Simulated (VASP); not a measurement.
# TaN (P6_3mc) in VASP: notebook

The runs below take TaN through electric field gradients, density of states, with PBE.

Program: VASP 6.6.1. These are calculated values, not measurements. Logs are shortened: lines on timing, memory, paths and dates and some standing lists are left out, and cuts for length are marked.

### 1 The cell of the first run

It takes space group P6_3mc (No. 186, hexagonal). The conventional cell has a = 3.142 Å, b = 3.142 Å, c = 4.940 Å, α = 90.00°, β = 90.00°, γ = 120.00°. Within 2.5 Å of Ta (site symmetry 3m) lie 4 N at 1.90 Å. N (site symmetry 3m) has 4 Ta at 1.90 Å within 2.5 Å.

### 2 Electric field gradients, PBE (equal xx and yy strain of +3 %)

File INCAR:

```
ALGO = Normal
EDIFF = 1E-8
ENCUT = 520
GGA = PE
ISIF = 2
ISMEAR = -1
LASPH = T
LCHARG = F
LEFG = T
LREAL = F
LWAVE = F
NBANDS = 24
NELM = 80
PREC = Accurate
SIGMA = 0.01
```

File KPOINTS:

```
k-points
0
Gamma
  9 9 5
```

File POSCAR:

```
TaN
1.0
    3.1415011232      0.0000000000      0.0000000000
   -1.5707505617      2.7206197788      0.0000000000
    0.0000000000      0.0000000000      4.9400000000
Ta N
2 2
Direct
    0.3333333333      0.6666666667      0.0000000000
    0.6666666667      0.3333333333      0.5000000000
    0.3333333333      0.6666666667      0.3850000000
    0.6666666667      0.3333333333      0.8850000000
```

Potentials or basis: VASP PAW PBE potentials, release 64 (Ta_pv, N).

The run is started by

```
cat potpaw_PBE.64/Ta_pv/POTCAR potpaw_PBE.64/N/POTCAR > POTCAR
mpirun -np 1 vasp_std > vasp.out
```

OUTCAR:

```text
EDIFF = 1E-8
   ENCUT = 520
   GGA = PE
   ISIF = 2
   ISMEAR = -1
   LASPH = T
   LREAL = F
   NELM = 80
   PREC = Accurate

 ion  position               nearest neighbor table
   1  0.333  0.667  0.000-   4 1.90   4 1.90   4 1.90   3 1.90   2 3.06   2 3.06   2 3.06   2 3.06
                             2 3.06   2 3.06
   2  0.667  0.333  0.500-   3 1.90   3 1.90   3 1.90   4 1.90   1 3.06   1 3.06   1 3.06   1 3.06
                             1 3.06   1 3.06
   3  0.333  0.667  0.385-   2 1.90   2 1.90   2 1.90   1 1.90
   4  0.667  0.333  0.885-   1 1.90   1 1.90   1 1.90   2 1.90

  LATTYP: Found a hexagonal cell.
 ALAT       =     3.1415011232
 C/A-ratio  =     1.5724966525

  Lattice vectors:

 A1 = (   3.1415011232,   0.0000000000,   0.0000000000)
 A2 = (  -1.5707505617,   2.7206197788,   0.0000000000)
 A3 = (   0.0000000000,   0.0000000000,   4.9400000000)

Analysis of symmetry for initial positions (statically):
=====================================================================
 Subroutine PRICEL returns:
 Original cell was already a primitive cell.

 Routine SETGRP: Setting up the symmetry group for a
 hexagonal supercell.

 Subroutine GETGRP returns: Found 12 space group operations
 (whereof  6 operations were pure point group operations)
 out of a pool of 24 trial point group operations.

The static configuration has the point symmetry C_3v.
 The point group associated with its full space group is C_6v.

Analysis of symmetry for dynamics (positions and initial velocities):
=====================================================================
 Subroutine PRICEL returns:
 Original cell was already a primitive cell.

 Routine SETGRP: Setting up the symmetry group for a
 hexagonal supercell.

 Subroutine GETGRP returns: Found 12 space group operations
 (whereof  6 operations were pure point group operations)
 out of a pool of 24 trial point group operations.

The dynamic configuration has the point symmetry C_3v.
 The point group associated with its full space group is C_6v.

 Subroutine INISYM returns: Found 12 space group operations
 (whereof  6 operations are pure point group operations),
 and found     1 'primitive' translations

----------------------------------------------------------------------------------------

                                     Primitive cell

  volume of cell :      42.2213

  direct lattice vectors                    reciprocal lattice vectors
     3.141501123  0.000000000  0.000000000     0.318319160  0.183781653  0.000000000
    -1.570750562  2.720619779  0.000000000     0.000000000  0.367563306  0.000000000
     0.000000000  0.000000000  4.940000000     0.000000000  0.000000000  0.202429150

  length of vectors
     3.141501123  3.141501123  4.940000000     0.367563306  0.367563306  0.202429150

  position of ions in fractional coordinates (direct lattice)
     0.333333333  0.666666667  0.000000000
     0.666666667  0.333333333  0.500000000
     0.333333333  0.666666667  0.385000000
     0.666666667  0.333333333  0.885000000

  ion indices of the primitive-cell ions
   primitive index   ion index
                 1           1
                 2           2
                 3           3
                 4           4

----------------------------------------------------------------------------------------

 KPOINTS: k-points

Automatic generation of k-mesh.
 Grid dimensions read from file:
 generate k-points for:    9    9    5

 Generating k-lattice:

  Cartesian coordinates                     Fractional coordinates (reciprocal lattice)
     0.035368796  0.020420184  0.000000000     0.111111111  0.000000000  0.000000000
     0.000000000  0.040840367  0.000000000     0.000000000  0.111111111  0.000000000
     0.000000000  0.000000000  0.040485830     0.000000000  0.000000000  0.200000000

  Length of vectors
     0.040840367  0.040840367  0.040485830

[... 42 lines left out ...]
   NGXF,Y,Z  is equivalent  to a cutoff of  25.40, 25.40, 26.92 a.u.
 SYSTEM =  unknown system
   PREC   = accura    normal or accurate (medium, high low for compatibility)
   ISTART =      0    job   : 0-new  1-cont  2-samecut
   ICHARG =      2    charge: 1-file 2-atom 10-const
   ISPIN  =      1    spin polarized calculation?
   LNONCOLLINEAR =      F non collinear calculations
   LSORBIT =      F    spin-orbit coupling
   LASPH  =      T    aspherical Exc in radial PAW
   ENCUT  =  520.0 eV  38.22 Ry    6.18 a.u.   5.84  5.84  9.19*2*pi/ulx,y,z
   NELM   =     80;   NELMIN=  2; NELMDL= -5     # of ELM steps
   EDIFF  = 0.1E-07   stopping-criterion for ELM
   LREAL  =      F    real-space projection
   EDIFFG = 0.1E-06   stopping-criterion for IOM
   NSW    =      0    number of steps for IOM
   IBRION =     -1    ionic relax: 0-MD 1-quasi-New 2-CG
   NFREE  =      0    steps in history (QN), initial steepest desc. (CG)
   ISIF   =      2    stress and relaxation
   ISYM   =      2    0-nonsym 1-usesym 2-fastsym
   POTIM  = 0.5000    time-step for ionic-motion
   TEBEG  =    0.0;   TEEND  =   0.0 temperature during run
   PSTRESS=    0.0 pullay stress
   NELECT =      32.0000    total number of electrons
   NUPDOWN=      -1.0000    fix difference up-down
   EMIN   =  10.00;   EMAX   =-10.00  energy-range for DOS
   EFERMI =   0.00;   METHOD = LEGACY
   ISMEAR =    -1;   SIGMA  =   0.01  broadening in eV -4-tet -1-fermi 0-gaus
   EFERMI_NEDOS =   21; number of points for ismear=-14 and -15
   IALGO  =     38    algorithm
   IMIX   =      4    mixing-type and parameters
     AMIX     =   0.40;   BMIX     =  1.00
     AMIX_MAG =   1.60;   BMIX_MAG =  1.00
  volume/ion in A,a.u.               =      10.56        71.23
  Fermi-wavevector in a.u.,A,eV,Ry     =   1.492614  2.820631 30.312369  2.227896
  Thomas-Fermi vector in A             =   2.605119
   LORBIT       =      0    0 simple, 1 ext, 2 COOP (PROOUT), +10 PAW based schemes
   GGA     = PE    functional components
   LHFCALC =     F    Hartree Fock is set to
   AEXX    =    0.0000 exact exchange contribution
   IVDW    =     0    specifies the selected vdW correction
   LEPSILON=     F    determine dielectric tensor
   LRPA    =     F    only Hartree local field effects (RPA)
 non-spin polarized calculation
  energy-cutoff  :      520.00
  volume of cell :       42.22
 maximum number of plane-waves:      1152
 NGX is ok and might be reduce to    24
   NGX = 11   NGY = 11   NGZ = 19

 number of electron      31.9999998 magnetization

 Free energy of the ion-electron system (eV)
  ---------------------------------------------------
  ext. energy  EPLUGINS =         0.00000000
  ---------------------------------------------------
  free energy    TOTEN  =       -39.53543683 eV

  energy without entropy =      -39.53419108  energy(sigma->0) =      -39.53481396

 E-fermi :   9.1501     XC(G=0): -13.2168

 val. band max:        9.1431170138   @ k =   0.2222   0.1111   0.4000
 cond. band min:       9.1548492529   @ k =   0.1111  -0.0000   0.4000
 fundamental gap:      0.0117322391
 Fermi energy:         9.1501275901

 k-point     1 :       0.0000    0.0000    0.0000
  band No.  band energies     occupation
      1     -26.9268      2.00000
      2     -25.9681      2.00000
      3     -25.9681      2.00000
      4     -25.7891      2.00000
      5     -25.7891      2.00000
      6     -25.7647      2.00000
[... 637 lines left out ...]
     23      15.9472      0.00000
     24      15.9472      0.00000

 [... further k-points ...]

------------------------ aborting loop because EDIFF is reached ----------------------------------------

  FORCE on cell =-STRESS in cart. coord.  units (eV):
  Direction    XX          YY          ZZ          XY          YZ          ZX
  --------------------------------------------------------------------------------------
  -------------------------------------------------------------------------------------
  Total       26.6390883     26.6390883     25.2034590     -0.0000000      0.0000000      0.0000000
  in kB     1010.8760810   1010.8760811    956.3981144     -0.0000000      0.0000000      0.0000000
  external PRESSURE =     992.7167588 kB  Pullay stress =       0.0000000 kB

 VOLUME and BASIS-vectors are now :
 -----------------------------------------------------------------------------
  energy-cutoff  :      520.00
  volume of cell :       42.22
      direct lattice vectors                 reciprocal lattice vectors
     3.141501123  0.000000000  0.000000000     0.318319160  0.183781653  0.000000000
    -1.570750562  2.720619779  0.000000000     0.000000000  0.367563306  0.000000000
     0.000000000  0.000000000  4.940000000     0.000000000  0.000000000  0.202429150

 POSITION                                       TOTAL-FORCE (eV/Angst)
 -----------------------------------------------------------------------------------
     -0.00000      1.81375      0.00000        -0.000000     -0.000000      0.755378
      1.57075      0.90687      2.47000        -0.000000      0.000000      0.755378
     -0.00000      1.81375      1.90190         0.000000     -0.000000     -0.755378
      1.57075      0.90687      4.37190        -0.000000     -0.000000     -0.755378
 -----------------------------------------------------------------------------------
    total drift:                               -0.000000      0.000000      0.000415

  FREE ENERGIE OF THE ION-ELECTRON SYSTEM (eV)
  ---------------------------------------------------
  free  energy   TOTEN  =       -39.5354368262 eV

  energy  without entropy=      -39.5341910848  energy(sigma->0) =      -39.53481396

 Electric field gradients (V/A^2)
---------------------------------------------------------------------
 ion       V_xx      V_yy      V_zz      V_xy      V_xz      V_yz
---------------------------------------------------------------------
   1     -39.577   -39.577    79.153    -0.000     0.000    -0.000
   2     -39.577   -39.577    79.153    -0.000    -0.000     0.000
   3      -4.707    -4.708     9.414    -0.001    -0.000     0.000
   4      -4.707    -4.708     9.414    -0.001     0.000    -0.000
---------------------------------------------------------------------

 Electric field gradients after diagonalization (V/A^2)
 (convention: |V_zz| > |V_xx| > |V_yy|)
----------------------------------------------------------------------
 ion       V_xx      V_yy      V_zz     asymmetry (V_yy - V_xx)/ V_zz
----------------------------------------------------------------------
   1     -39.577   -39.576    79.153       0.000
   2     -39.577   -39.576    79.153       0.000
   3      -4.708    -4.706     9.414       0.000
   4      -4.708    -4.706     9.414       0.000
----------------------------------------------------------------------

           NMR quadrupolar parameters

 Cq : quadrupolar parameter    Cq=e*Q*V_zz/h
 eta: asymmetry parameters     (V_yy - V_xx)/ V_zz
 Q  : nuclear electric quadrupole moment in mb (millibarn)
----------------------------------------------------------------------
 ion       Cq(MHz)       eta       Q (mb)
----------------------------------------------------------------------
   1       0.191       0.000       1.000
   2       0.191       0.000       1.000
   3       0.023       0.000       1.000
   4       0.023       0.000       1.000
----------------------------------------------------------------------
```

Run time: 19 s. Hardware: 1 thread of Intel Xeon 6975P-C, shared host; peak memory 0.18 GiB.

What came out:

- Free energy: -39.5354 eV
- Pressure: 99.3 GPa
- Largest force: 0.755 eV/Å
- Band gap on the k mesh: zero (band 16 reaches 9.63 eV, above the bottom of band 17 at 7.64 eV)

Forces on the atoms (eV/Å):
```
Ta   0.000  0.000  0.755
Ta   0.000  0.000  0.755
N    0.000  0.000 -0.755
N    0.000  0.000 -0.755
```

Electric field gradients, principal values (V/Å²):
```tsv
atom	least	middle	greatest (by size)
1 Ta	-39.576	-39.577	79.153
2 Ta	-39.576	-39.577	79.153
3 N	-4.706	-4.708	9.414
4 N	-4.706	-4.708	9.414
```

Caveat: the cell differs from its parent crystal (equal xx and yy strain of +3 %); without QUAD_EFG the Cq values of the log hold for a quadrupole moment of 1 mb, not for the nuclei; spin-orbit coupling is left out, which moves the levels of the heavy elements.

(Continued in part 2 of 2.)
